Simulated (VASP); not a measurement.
# P (Pm-3m) in VASP: a series of runs

The runs below take P through single point, with PBEsol.

All numbers are computed with VASP 6.6.1; they aren't measurements. Logs are shortened: lines on timing, memory, paths and dates and some standing lists are left out, and cuts for length are marked.

## 1. The cell of the first run

The structure is cubic, space group Pm-3m (No. 221). The conventional cell has a = 2.330 Å, b = 2.330 Å, c = 2.330 Å, α = 90.00°, β = 90.00°, γ = 90.00°. Within 3.1 Å of P (site symmetry m-3m) lie 6 P at 2.33 Å.

## 2. Single point, PBEsol

File INCAR:

```
PREC = Accurate ; ENCUT = 500
EDIFF = 1E-6 ; ISMEAR = 0
SIGMA = 0.1 ; LREAL = F
LASPH = T ; NELM = 120
ALGO = Normal ; ISIF = 2
LWAVE = F ; LCHARG = F
GGA = PS ; NBANDS = 8
GGA_COMPAT = F
```

File KPOINTS:

```
regular mesh
0
Gamma
  18 18 18
```

File POSCAR:

```
P
1.0
    2.3297003906      0.0000000000      0.0000000000
    0.0000000000      2.3297003906      0.0000000000
    0.0000000000      0.0000000000      2.3297003906
P
1
Direct
    0.0000000000      0.0000000000      0.0000000000
```

Potentials or basis: VASP PAW PBE potentials, release 64 (P).

The run is started by

```
$ cat potpaw_PBE.64/P/POTCAR > POTCAR
$ mpirun -np 1 vasp_std > vasp.out
```

OUTCAR:

```text
PREC = Accurate
   ENCUT = 500
   EDIFF = 1E-6
   ISMEAR = 0
   LREAL = F
   LASPH = T
   NELM = 120
   ISIF = 2
   GGA = PS

 ion  position               nearest neighbor table
   1  0.000  0.000  0.000-

  LATTYP: Found a simple cubic cell.
 ALAT       =     2.3297003906

  Lattice vectors:

 A1 = (   2.3297003906,   0.0000000000,   0.0000000000)
 A2 = (   0.0000000000,   2.3297003906,   0.0000000000)
 A3 = (   0.0000000000,   0.0000000000,   2.3297003906)

Analysis of symmetry for initial positions (statically):
=====================================================================
 Subroutine PRICEL returns:
 Original cell was already a primitive cell.

 Routine SETGRP: Setting up the symmetry group for a
 simple cubic supercell.

 Subroutine GETGRP returns: Found 48 space group operations
 (whereof 48 operations were pure point group operations)
 out of a pool of 48 trial point group operations.

The static configuration has the point symmetry O_h .

Analysis of symmetry for dynamics (positions and initial velocities):
=====================================================================
 Subroutine PRICEL returns:
 Original cell was already a primitive cell.

 Routine SETGRP: Setting up the symmetry group for a
 simple cubic supercell.

 Subroutine GETGRP returns: Found 48 space group operations
 (whereof 48 operations were pure point group operations)
 out of a pool of 48 trial point group operations.

The dynamic configuration has the point symmetry O_h .

 Subroutine INISYM returns: Found 48 space group operations
 (whereof 48 operations are pure point group operations),
 and found     1 'primitive' translations

----------------------------------------------------------------------------------------

                                     Primitive cell

  volume of cell :      12.6445

  direct lattice vectors                    reciprocal lattice vectors
     2.329700391  0.000000000  0.000000000     0.429239744  0.000000000  0.000000000
     0.000000000  2.329700391  0.000000000     0.000000000  0.429239744  0.000000000
     0.000000000  0.000000000  2.329700391     0.000000000  0.000000000  0.429239744

  length of vectors
     2.329700391  2.329700391  2.329700391     0.429239744  0.429239744  0.429239744

  position of ions in fractional coordinates (direct lattice)
     0.000000000  0.000000000  0.000000000

  ion indices of the primitive-cell ions
   primitive index   ion index
                 1           1

----------------------------------------------------------------------------------------

 KPOINTS: regular mesh

Automatic generation of k-mesh.
 Grid dimensions read from file:
 generate k-points for:   18   18   18

 Generating k-lattice:

  Cartesian coordinates                     Fractional coordinates (reciprocal lattice)
     0.023846652  0.000000000  0.000000000     0.055555556  0.000000000  0.000000000
     0.000000000  0.023846652  0.000000000     0.000000000  0.055555556  0.000000000
     0.000000000  0.000000000  0.023846652     0.000000000  0.000000000  0.055555556

  Length of vectors
     0.023846652  0.023846652  0.023846652

  Shift w.r.t. Gamma in fractional coordinates (k-lattice)
     0.000000000  0.000000000  0.000000000

 Subroutine IBZKPT returns following result:
 ===========================================

 Found    220 irreducible k-points:

 Following reciprocal coordinates:
            Coordinates               Weight
  0.000000  0.000000  0.000000      1.000000
  0.055556  0.000000  0.000000      6.000000
  0.111111  0.000000  0.000000      6.000000
  0.166667  0.000000  0.000000      6.000000
  0.222222  0.000000  0.000000      6.000000
  0.277778  0.000000  0.000000      6.000000
[... 16 lines left out ...]
  0.277778  0.111111  0.000000     24.000000
  0.333333  0.111111  0.000000     24.000000
 [... further k-points ...]
   k-points           NKPTS =    220   k-points in BZ     NKDIM =    220   number of bands    NBANDS=      8
   number of dos      NEDOS =    301   number of ions     NIONS =      1
   total plane-waves  NPLWV =   5832
   dimension x,y,z NGX =    18 NGY =   18 NGZ =   18
   dimension x,y,z NGXF=    36 NGYF=   36 NGZF=   36
   ions per type =               1
   NGX,Y,Z   is equivalent  to a cutoff of  12.84, 12.84, 12.84 a.u.
   NGXF,Y,Z  is equivalent  to a cutoff of  25.69, 25.69, 25.69 a.u.
 SYSTEM =  unknown system
   PREC   = accura    normal or accurate (medium, high low for compatibility)
   ISTART =      0    job   : 0-new  1-cont  2-samecut
   ICHARG =      2    charge: 1-file 2-atom 10-const
   ISPIN  =      1    spin polarized calculation?
   LNONCOLLINEAR =      F non collinear calculations
   LSORBIT =      F    spin-orbit coupling
   LASPH  =      T    aspherical Exc in radial PAW
   ENCUT  =  500.0 eV  36.75 Ry    6.06 a.u.   4.25  4.25  4.25*2*pi/ulx,y,z
   NELM   =    120;   NELMIN=  2; NELMDL= -5     # of ELM steps
   EDIFF  = 0.1E-05   stopping-criterion for ELM
   LREAL  =      F    real-space projection
   EDIFFG = 0.1E-04   stopping-criterion for IOM
   NSW    =      0    number of steps for IOM
   IBRION =     -1    ionic relax: 0-MD 1-quasi-New 2-CG
   NFREE  =      0    steps in history (QN), initial steepest desc. (CG)
   ISIF   =      2    stress and relaxation
   ISYM   =      2    0-nonsym 1-usesym 2-fastsym
   POTIM  = 0.5000    time-step for ionic-motion
   TEBEG  =    0.0;   TEEND  =   0.0 temperature during run
   PSTRESS=    0.0 pullay stress
   NELECT =       5.0000    total number of electrons
   NUPDOWN=      -1.0000    fix difference up-down
   EMIN   =  10.00;   EMAX   =-10.00  energy-range for DOS
   EFERMI =   0.00;   METHOD = LEGACY
   ISMEAR =     0;   SIGMA  =   0.10  broadening in eV -4-tet -1-fermi 0-gaus
   EFERMI_NEDOS =   21; number of points for ismear=-14 and -15
   IALGO  =     38    algorithm
   IMIX   =      4    mixing-type and parameters
     AMIX     =   0.40;   BMIX     =  1.00
     AMIX_MAG =   1.60;   BMIX_MAG =  1.00
  volume/ion in A,a.u.               =      12.64        85.33
  Fermi-wavevector in a.u.,A,eV,Ry     =   1.201613  2.270720 19.645109  1.443875
  Thomas-Fermi vector in A             =   2.337417
   LORBIT       =      0    0 simple, 1 ext, 2 COOP (PROOUT), +10 PAW based schemes
   GGA     = PS    functional components
   LHFCALC =     F    Hartree Fock is set to
   AEXX    =    0.0000 exact exchange contribution
   IVDW    =     0    specifies the selected vdW correction
   LEPSILON=     F    determine dielectric tensor
   LRPA    =     F    only Hartree local field effects (RPA)
 non-spin polarized calculation
 Gauss-broadening in eV      SIGMA  =   0.10
  energy-cutoff  :      500.00
  volume of cell :       12.64
 maximum number of plane-waves:       341
 NGX is ok and might be reduce to    18
   NGX =  9   NGY =  9   NGZ =  9

 number of electron       5.0000002 magnetization

 Free energy of the ion-electron system (eV)
  ---------------------------------------------------
  ext. energy  EPLUGINS =         0.00000000
  ---------------------------------------------------
  free energy    TOTEN  =        -5.68370595 eV

  energy without entropy =       -5.68222571  energy(sigma->0) =       -5.68296583

 E-fermi :  11.6437     XC(G=0): -11.9960

 val. band max:       11.6379387018   @ k =   0.4444   0.2778   0.1667
 cond. band min:      11.6822079230   @ k =   0.5000   0.5000   0.0000
 fundamental gap:      0.0442692213
 Fermi energy:        11.6436986253

 k-point     1 :       0.0000    0.0000    0.0000
  band No.  band energies     occupation
      1      -6.3192      2.00000
      2      17.5372      0.00000
      3      17.5372      0.00000
      4      17.5372      0.00000
      5      18.3507      0.00000
      6      18.3507      0.00000
      7      27.5710      0.00000
      8      38.1991      0.00000

 k-point     2 :       0.0556    0.0000    0.0000
  band No.  band energies     occupation
      1      -6.2403      2.00000
      2      15.6608      0.00000
      3      17.6010      0.00000
      4      17.6010      0.00000
      5      18.4140      0.00000
      6      20.1340      0.00000
      7      27.8338      0.00000
      8      37.5813      0.00000

 k-point     3 :       0.1111    0.0000    0.0000
  band No.  band energies     occupation
      1      -6.0041      2.00000
      2      13.4358      0.00000
      3      17.7912      0.00000
      4      17.7912      0.00000
      5      18.6014      0.00000
      6      22.0327      0.00000
      7      28.6547      0.00000
      8      36.1230      0.00000

 k-point     4 :       0.1667    0.0000    0.0000
  band No.  band energies     occupation
      1      -5.6123      2.00000
      2      11.2578      2.00000
      3      18.1044      0.00000
      4      18.1044      0.00000
      5      18.9050      0.00000
      6      23.5911      0.00000
      7      30.0421      0.00000
      8      34.3586      0.00000

 k-point     5 :       0.2222    0.0000    0.0000
  band No.  band energies     occupation
      1      -5.0680      2.00000
      2       9.1703      2.00000
      3      18.5335      0.00000
      4      18.5335      0.00000
      5      19.3100      0.00000
      6      24.8392      0.00000
      7      31.7805      0.00000
      8      32.5572      0.00000
[... 177 lines left out ...]
 k-point    22 :       0.2222    0.1111    0.0000
  band No.  band energies     occupation
      1      -4.7542      2.00000
      2       9.4054      2.00000
      3      14.7288      0.00000
      4      18.7842      0.00000
      5      21.7763      0.00000
      6      26.6391      0.00000
      7      29.4745      0.00000
      8      32.7825      0.00000

 k-point    23 :       0.2778    0.1111    0.0000
  band No.  band energies     occupation
      1      -4.0643      2.00000
      2       7.4639      2.00000
      3      15.2625      0.00000
      4      19.3129      0.00000
      5      22.3083      0.00000
      6      26.9310      0.00000
      7      28.7640      0.00000
      8      31.0723      0.00000

 k-point    24 :       0.3333    0.1111    0.0000
  band No.  band energies     occupation
      1      -3.2407      2.00000
      2       5.6489      2.00000
      3      15.8836      0.00000
      4      19.9148      0.00000
      5      22.8434      0.00000
      6      25.9009      0.00000
      7      29.2636      0.00000
      8      29.5263      0.00000

 [... further k-points ...]
[... 5 lines left out ...]
  --------------------------------------------------------------------------------------
  -------------------------------------------------------------------------------------
  Total        1.4869652      1.4869652      1.4869652     -0.0000000      0.0000000     -0.0000000
  in kB      188.4131340    188.4131340    188.4131340     -0.0000000      0.0000000     -0.0000000
  external PRESSURE =     188.4131340 kB  Pullay stress =       0.0000000 kB

 VOLUME and BASIS-vectors are now :
 -----------------------------------------------------------------------------
  energy-cutoff  :      500.00
  volume of cell :       12.64
      direct lattice vectors                 reciprocal lattice vectors
     2.329700391  0.000000000  0.000000000     0.429239744  0.000000000  0.000000000
     0.000000000  2.329700391  0.000000000     0.000000000  0.429239744  0.000000000
     0.000000000  0.000000000  2.329700391     0.000000000  0.000000000  0.429239744

 POSITION                                       TOTAL-FORCE (eV/Angst)
 -----------------------------------------------------------------------------------
      0.00000      0.00000      0.00000         0.000000      0.000000      0.000000
 -----------------------------------------------------------------------------------
    total drift:                                0.000000      0.000000      0.000000

  FREE ENERGIE OF THE ION-ELECTRON SYSTEM (eV)
  ---------------------------------------------------
  free  energy   TOTEN  =        -5.6837059464 eV

  energy  without entropy=       -5.6822257134  energy(sigma->0) =       -5.68296583
```

Wall time 9.4 s (1 thread of Intel Xeon Platinum 8488C (Sapphire Rapids), shared host); peak memory 0.12 GiB.

What came out:

```yaml
Free_energy: -5.6837 eV
Pressure: 18.8 GPa
```

Levels at points of the mesh, in eV from the Fermi level:
| k point | band 1 | band 2 | band 3 | band 4 | band 5 | band 6 | band 7 |
| --- | --- | --- | --- | --- | --- | --- | --- |
| (0.00, 0.00, 0.00) | -17.96 | 5.89 | 5.89 | 5.89 | 6.71 | 6.71 | 15.93 |
| (0.50, 0.00, 0.00) | -12.85 | -9.92 | 9.37 | 9.37 | 9.63 | 15.05 | 15.05 |
| (0.50, 0.50, 0.00) | -7.21 | -5.92 | -5.92 | 0.04 | 12.65 | 17.97 | 17.97 |
| (0.50, 0.50, 0.50) | -2.24 | -2.24 | -2.24 | 0.22 | 4.21 | 4.21 | 4.21 |

Caveat: the PAW data sets were made with another functional, which shifts forces and pressure a little.

## 3. Single point, PBEsol

This run uses another cell than the first one, of 13.06 Å³/atom, 1.033 times its volume.

File INCAR:

```
  PREC = Accurate
  ENCUT = 500
  EDIFF = 1E-6
  ISMEAR = 0
  SIGMA = 0.1
  LREAL = False
  LASPH = True
  NELM = 120
  ALGO = Normal
  ISIF = 2
  LWAVE = False
  LCHARG = True
  GGA = PS
  LELF = True
  LVHAR = True
  NBANDS = 8
  GGA_COMPAT = False
```

File KPOINTS:

```
Automatic mesh
0
Gamma
  18 18 18
```

File POSCAR:

```
P
1.0
    2.3547400656      0.0000000000      0.0000000000
    0.0000000000      2.3547400656      0.0000000000
    0.0000000000      0.0000000000      2.3547400656
P
1
Direct
    0.0000000000      0.0000000000      0.0000000000
```

Potentials or basis: VASP PAW PBE potentials, release 64 (P).

The run is started by

```
$ cat potpaw_PBE.64/P/POTCAR > POTCAR
$ mpirun -np 1 vasp_std > vasp.out
```

OUTCAR:

```text
PREC = Accurate
   ENCUT = 500
   EDIFF = 1E-6
   ISMEAR = 0
   LREAL = False
   LASPH = True
   NELM = 120
   ISIF = 2
   GGA = PS

 ion  position               nearest neighbor table
   1  0.000  0.000  0.000-

  LATTYP: Found a simple cubic cell.
 ALAT       =     2.3547400656

  Lattice vectors:

 A1 = (   2.3547400656,   0.0000000000,   0.0000000000)
 A2 = (   0.0000000000,   2.3547400656,   0.0000000000)
 A3 = (   0.0000000000,   0.0000000000,   2.3547400656)

Analysis of symmetry for initial positions (statically):
=====================================================================
 Subroutine PRICEL returns:
 Original cell was already a primitive cell.

 Routine SETGRP: Setting up the symmetry group for a
 simple cubic supercell.

 Subroutine GETGRP returns: Found 48 space group operations
 (whereof 48 operations were pure point group operations)
 out of a pool of 48 trial point group operations.

The static configuration has the point symmetry O_h .

Analysis of symmetry for dynamics (positions and initial velocities):
[... 161 lines left out ...]
 cond. band min:      11.1406463405   @ k =   0.1667   0.1111   0.1111
 fundamental gap:      0.0288377824
 Fermi energy:        11.1349283169

 k-point     1 :       0.0000    0.0000    0.0000
  band No.  band energies     occupation
      1      -6.4615      2.00000
      2      16.8408      0.00000
      3      16.8408      0.00000
      4      16.8408      0.00000
      5      17.8965      0.00000
      6      17.8965      0.00000
      7      26.6455      0.00000
      8      37.2262      0.00000
[... 243 lines left out ...]
 k-point    24 :       0.3333    0.1111    0.0000
  band No.  band energies     occupation
      1      -3.4638      2.00000
      2       5.3090      2.00000
      3      15.2936      0.00000
      4      19.1352      0.00000
      5      22.2121      0.00000
      6      25.1660      0.00000
      7      28.4424      0.00000
      8      28.7665      0.00000

 [... further k-points ...]

------------------------ aborting loop because EDIFF is reached ----------------------------------------

  FORCE on cell =-STRESS in cart. coord.  units (eV):
  Direction    XX          YY          ZZ          XY          YZ          ZX
  --------------------------------------------------------------------------------------
  -------------------------------------------------------------------------------------
  Total        1.0266852      1.0266852      1.0266852     -0.0000000      0.0000000     -0.0000000
  in kB      125.9850374    125.9850374    125.9850374     -0.0000000      0.0000000     -0.0000000
  external PRESSURE =     125.9850374 kB  Pullay stress =       0.0000000 kB

 VOLUME and BASIS-vectors are now :
 -----------------------------------------------------------------------------
  energy-cutoff  :      500.00
  volume of cell :       13.06
      direct lattice vectors                 reciprocal lattice vectors
     2.354740066  0.000000000  0.000000000     0.424675324  0.000000000  0.000000000
     0.000000000  2.354740066  0.000000000     0.000000000  0.424675324  0.000000000
     0.000000000  0.000000000  2.354740066     0.000000000  0.000000000  0.424675324

 POSITION                                       TOTAL-FORCE (eV/Angst)
 -----------------------------------------------------------------------------------
      0.00000      0.00000      0.00000         0.000000      0.000000      0.000000
 -----------------------------------------------------------------------------------
    total drift:                               -0.000000      0.000000      0.000000

  FREE ENERGIE OF THE ION-ELECTRON SYSTEM (eV)
  ---------------------------------------------------
  free  energy   TOTEN  =        -5.7240857250 eV

  energy  without entropy=       -5.7225845790  energy(sigma->0) =       -5.72333515
```

OSZICAR:

```text
N       E                     dE             d eps       ncg     rms          rms(c)
DAV:   1    -0.377864020869E+00   -0.37786E+00   -0.21692E+03  3768   0.441E+02
DAV:   2    -0.569382166940E+01   -0.53160E+01   -0.51034E+01  5024   0.482E+01
DAV:   3    -0.574068712923E+01   -0.46865E-01   -0.46838E-01  4048   0.491E+00
DAV:   4    -0.574074818245E+01   -0.61053E-04   -0.61053E-04  5528   0.187E-01
DAV:   5    -0.574074823308E+01   -0.50632E-07   -0.50528E-07  3984   0.306E-03    0.551E+00
DAV:   6    -0.573007091079E+01    0.10677E-01   -0.14610E-03  4296   0.240E-01    0.326E+00
DAV:   7    -0.572406158310E+01    0.60093E-02   -0.28490E-03  3752   0.377E-01    0.850E-02
DAV:   8    -0.572408333331E+01   -0.21750E-04   -0.49003E-05  4928   0.632E-02    0.190E-02
DAV:   9    -0.572408559542E+01   -0.22621E-05   -0.21464E-06  4304   0.119E-02    0.219E-03
DAV:  10    -0.572408572500E+01   -0.12958E-06   -0.12559E-07  2384   0.211E-03
   1 F= -.57240857E+01 E0= -.57233352E+01  d E =-.150115E-02
```

It took 8.6 s on 1 thread of Intel Xeon Platinum 8488C (Sapphire Rapids), shared host; peak memory 0.12 GiB.

Results:

```
Free energy : -5.7241 eV
Pressure    : 12.6 GPa
```

Levels at points of the mesh, in eV from the Fermi level:
```tsv
k point	band 1	band 2	band 3	band 4	band 5	band 6
(0.00, 0.00, 0.00)	-17.60	5.71	5.71	5.71	6.76	6.76
(0.50, 0.00, 0.00)	-12.66	-9.62	9.03	9.03	9.61	14.92
(0.50, 0.50, 0.00)	-7.25	-5.75	-5.75	0.26	12.14	17.75
(0.50, 0.50, 0.50)	-2.21	-2.21	-2.21	-0.21	4.34	4.34
```

Caveat: the PAW data sets were made with another functional, which shifts forces and pressure a little.
